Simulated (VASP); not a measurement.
# GaSb (F-43m) in VASP: further runs

GaSb is run at these levels: PBE; tasks: single point.

Everything below comes from runs of VASP 6.6.1. Logs are shortened: lines on timing, memory, paths and dates and some standing lists are left out, and cuts for length are marked.

**1. The cell of the first run**

Symmetry: F-43m, No. 216, cubic system. The conventional cell has a = 5.993 Å, b = 5.993 Å, c = 5.993 Å, α = 90.00°, β = 90.00°, γ = 90.00°. Sb (site symmetry -43m) has 4 Ga at 2.60 Å within 3.4 Å. Ga (site symmetry -43m) has 4 Sb at 2.60 Å within 3.4 Å.

**2. Single point, PBE**

INCAR reads:

```
SYSTEM = GaSb
  PREC = Accurate
  ENCUT = 520
  EDIFF = 1E-7
  ISMEAR = -1
  SIGMA = 0.02
  LREAL = .FALSE.
  LASPH = .TRUE.
  NELM = 100
  ALGO = Normal
  ISIF = 2
  LWAVE = .FALSE.
  LCHARG = .FALSE.
  GGA = PE
  NBANDS = 16
```

KPOINTS reads:

```
regular mesh
0
G
  11 11 11
  0 0 0
```

POSCAR reads:

```
GaSb
1.0
    0.0000000000      2.9965539066      2.9965539066
    2.9965539066      0.0000000000      2.9965539066
    2.9965539066      2.9965539066      0.0000000000
Sb Ga
1 1
Direct
    0.7500000000      0.7500000000      0.7500000000
    0.0000000000      0.0000000000      0.0000000000
```

Potentials or basis: VASP PAW PBE potentials, release 64 (Sb, Ga_d).

The run is started by

```sh
> cat potpaw_PBE.64/Sb/POTCAR potpaw_PBE.64/Ga_d/POTCAR > POTCAR
> mpirun -np 1 vasp_std > vasp.out
```

OUTCAR:

```text
SYSTEM = GaSb
   PREC = Accurate
   ENCUT = 520
   EDIFF = 1E-7
   ISMEAR = -1
   LREAL = .FALSE.
   LASPH = .TRUE.
   NELM = 100
   ISIF = 2
   GGA = PE

 ion  position               nearest neighbor table
   1  0.750  0.750  0.750-   2 2.60   2 2.60   2 2.60   2 2.60
   2  0.000  0.000  0.000-   1 2.60   1 2.60   1 2.60   1 2.60

  LATTYP: Found a face centered cubic cell.
 ALAT       =     5.9931078132

  Lattice vectors:

 A1 = (   0.0000000000,   2.9965539066,   2.9965539066)
 A2 = (   2.9965539066,   0.0000000000,   2.9965539066)
 A3 = (   2.9965539066,   2.9965539066,   0.0000000000)

Analysis of symmetry for initial positions (statically):
=====================================================================
 Subroutine PRICEL returns:
 Original cell was already a primitive cell.

 Routine SETGRP: Setting up the symmetry group for a
 face centered cubic supercell.

 Subroutine GETGRP returns: Found 24 space group operations
 (whereof 24 operations were pure point group operations)
 out of a pool of 48 trial point group operations.

The static configuration has the point symmetry T_d .

Analysis of symmetry for dynamics (positions and initial velocities):
=====================================================================
 Subroutine PRICEL returns:
 Original cell was already a primitive cell.

 Routine SETGRP: Setting up the symmetry group for a
 face centered cubic supercell.

 Subroutine GETGRP returns: Found 24 space group operations
 (whereof 24 operations were pure point group operations)
 out of a pool of 48 trial point group operations.

The dynamic configuration has the point symmetry T_d .

 Subroutine INISYM returns: Found 24 space group operations
 (whereof 24 operations are pure point group operations),
 and found     1 'primitive' translations

----------------------------------------------------------------------------------------

                                     Primitive cell

  volume of cell :      53.8141

  direct lattice vectors                    reciprocal lattice vectors
     0.000000000  2.996553907  2.996553907    -0.166858336  0.166858336  0.166858336
     2.996553907  0.000000000  2.996553907     0.166858336 -0.166858336  0.166858336
     2.996553907  2.996553907  0.000000000     0.166858336  0.166858336 -0.166858336

  length of vectors
[... 79 lines left out ...]
   LASPH  =      T    aspherical Exc in radial PAW
   ENCUT  =  520.0 eV  38.22 Ry    6.18 a.u.   7.88  7.88  7.88*2*pi/ulx,y,z
   NELM   =    100;   NELMIN=  2; NELMDL= -5     # of ELM steps
   EDIFF  = 0.1E-06   stopping-criterion for ELM
   LREAL  =      F    real-space projection
   EDIFFG = 0.1E-05   stopping-criterion for IOM
   NSW    =      0    number of steps for IOM
   IBRION =     -1    ionic relax: 0-MD 1-quasi-New 2-CG
   NFREE  =      0    steps in history (QN), initial steepest desc. (CG)
   ISIF   =      2    stress and relaxation
   ISYM   =      2    0-nonsym 1-usesym 2-fastsym
   POTIM  = 0.5000    time-step for ionic-motion
   TEBEG  =    0.0;   TEEND  =   0.0 temperature during run
   PSTRESS=    0.0 pullay stress
   NELECT =      18.0000    total number of electrons
   NUPDOWN=      -1.0000    fix difference up-down
   EMIN   =  10.00;   EMAX   =-10.00  energy-range for DOS
   EFERMI =   0.00;   METHOD = LEGACY
   ISMEAR =    -1;   SIGMA  =   0.02  broadening in eV -4-tet -1-fermi 0-gaus
   EFERMI_NEDOS =   21; number of points for ismear=-14 and -15
   IALGO  =     38    algorithm
   IMIX   =      4    mixing-type and parameters
     AMIX     =   0.40;   BMIX     =  1.00
     AMIX_MAG =   1.60;   BMIX_MAG =  1.00
  volume/ion in A,a.u.               =      26.91       181.58
  Fermi-wavevector in a.u.,A,eV,Ry     =   1.136406  2.147496 17.570821  1.291419
  Thomas-Fermi vector in A             =   2.273111
   LORBIT       =      0    0 simple, 1 ext, 2 COOP (PROOUT), +10 PAW based schemes
   GGA     = PE    functional components
   LHFCALC =     F    Hartree Fock is set to
   AEXX    =    0.0000 exact exchange contribution
   IVDW    =     0    specifies the selected vdW correction
   LEPSILON=     F    determine dielectric tensor
   LRPA    =     F    only Hartree local field effects (RPA)
 non-spin polarized calculation
  energy-cutoff  :      520.00
  volume of cell :       53.81
 maximum number of plane-waves:      1462
   NGX = 15   NGY = 15   NGZ = 15

 number of electron      18.0000008 magnetization

 Free energy of the ion-electron system (eV)
  ---------------------------------------------------
  ext. energy  EPLUGINS =         0.00000000
  ---------------------------------------------------
  free energy    TOTEN  =        -7.26050619 eV

  energy without entropy =       -7.26050618  energy(sigma->0) =       -7.26050618

 E-fermi :   5.7775     XC(G=0):  -9.3630

 val. band max:        5.5252335909   @ k =   0.0000   0.0000   0.0000
 cond. band min:       6.0136050343   @ k =   0.0000   0.0000   0.0000
 fundamental gap:      0.4883714434
 Fermi energy:         5.7774519036

 k-point     1 :       0.0000    0.0000    0.0000
  band No.  band energies     occupation
      1      -9.6434      2.00000
      2      -9.6434      2.00000
      3      -9.6434      2.00000
      4      -9.5834      2.00000
      5      -9.5834      2.00000
      6      -6.4000      2.00000
[... 433 lines left out ...]
      3      -9.6316      2.00000
      4      -9.5858      2.00000
      5      -9.5833      2.00000
      6      -5.4693      2.00000
[... 8 lines left out ...]
     15      14.3274      0.00000
     16      14.6192      0.00000

 [... further k-points ...]

------------------------ aborting loop because EDIFF is reached ----------------------------------------

  FORCE on cell =-STRESS in cart. coord.  units (eV):
  Direction    XX          YY          ZZ          XY          YZ          ZX
  --------------------------------------------------------------------------------------
  -------------------------------------------------------------------------------------
  Total        2.1430151      2.1430151      2.1430151     -0.0000000      0.0000000     -0.0000000
  in kB       63.8027691     63.8027691     63.8027691     -0.0000000      0.0000000     -0.0000000
  external PRESSURE =      63.8027691 kB  Pullay stress =       0.0000000 kB

 VOLUME and BASIS-vectors are now :
 -----------------------------------------------------------------------------
  energy-cutoff  :      520.00
  volume of cell :       53.81
      direct lattice vectors                 reciprocal lattice vectors
     0.000000000  2.996553907  2.996553907    -0.166858336  0.166858336  0.166858336
     2.996553907  0.000000000  2.996553907     0.166858336 -0.166858336  0.166858336
     2.996553907  2.996553907  0.000000000     0.166858336  0.166858336 -0.166858336

 POSITION                                       TOTAL-FORCE (eV/Angst)
 -----------------------------------------------------------------------------------
      4.49483      4.49483      4.49483        -0.000000     -0.000000     -0.000000
      0.00000      0.00000      0.00000         0.000000      0.000000      0.000000
 -----------------------------------------------------------------------------------
    total drift:                               -0.000002     -0.000002     -0.000002

  FREE ENERGIE OF THE ION-ELECTRON SYSTEM (eV)
  ---------------------------------------------------
  free  energy   TOTEN  =        -7.2605061888 eV

  energy  without entropy=       -7.2605061806  energy(sigma->0) =       -7.26050618
```

It took 44 s on 1 thread of Intel Xeon 8259CL, shared host; peak memory 0.2 GiB.

What came out:

```yaml
Free_energy: -7.2605 eV
Pressure: 6.4 GPa
Band_gap_on_the_k_mesh: 0.49 eV
```

Levels at points of the mesh, in eV from the valence-band top:
| k point | band 7 | band 8 | band 9 | band 10 | band 11 | band 12 |
| --- | --- | --- | --- | --- | --- | --- |
| (0.00, 0.00, 0.00) | 0.00 | 0.00 | 0.00 | 0.49 | 2.75 | 2.75 |

Caveat: the cell stands under pressure; spin-orbit coupling is left out, which moves the levels of the heavy elements; an odd mesh through Γ misses points on the zone boundary, where band edges can lie.

**3. Single point, PBE**

This run uses another cell than the first one, of 27.77 Å³/atom.

INCAR reads:

```
SYSTEM = GaSb
PREC = Accurate
ENCUT = 520
EDIFF = 1E-6
ISMEAR = -1
SIGMA = 0.02
LREAL = .FALSE.
LASPH = .TRUE.
NELM = 80
ALGO = Normal
ISIF = 2
LWAVE = .FALSE.
LCHARG = .FALSE.
GGA = PE
NBANDS = 16
```

KPOINTS reads:

```
Automatic mesh
0
G
  11 11 11
  0 0 0
```

POSCAR reads:

```
GaSb
1.0
    0.0000000000      3.0280988974      3.0280988974
    3.0280988974      0.0000000000      3.0280988974
    3.0280988974      3.0280988974      0.0000000000
Sb Ga
1 1
Direct
    0.7500000000      0.7500000000      0.7500000000
    0.0000000000      0.0000000000      0.0000000000
```

Potentials or basis: VASP PAW PBE potentials, release 64 (Sb, Ga_d).

The run is started by

```sh
> cat potpaw_PBE.64/Sb/POTCAR potpaw_PBE.64/Ga_d/POTCAR > POTCAR
> mpirun -np 1 vasp_std > vasp.out
```

Wall time 44 s (1 thread of Intel Xeon 8259CL, shared host); peak memory 0.21 GiB.

Results (log left out):

```yaml
Free_energy: -7.3170 eV
Pressure: 4.2 GPa
Band_gap_on_the_k_mesh: 0.26 eV
```

Levels at points of the mesh, in eV from the valence-band top:
```csv
k point,band 7,band 8,band 9,band 10,band 11,band 12
"(0.00, 0.00, 0.00)",0.00,0.00,0.00,0.26,2.77,2.77
```

Caveat: the cell stands under pressure; spin-orbit coupling is left out, which moves the levels of the heavy elements; an odd mesh through Γ misses points on the zone boundary, where band edges can lie.
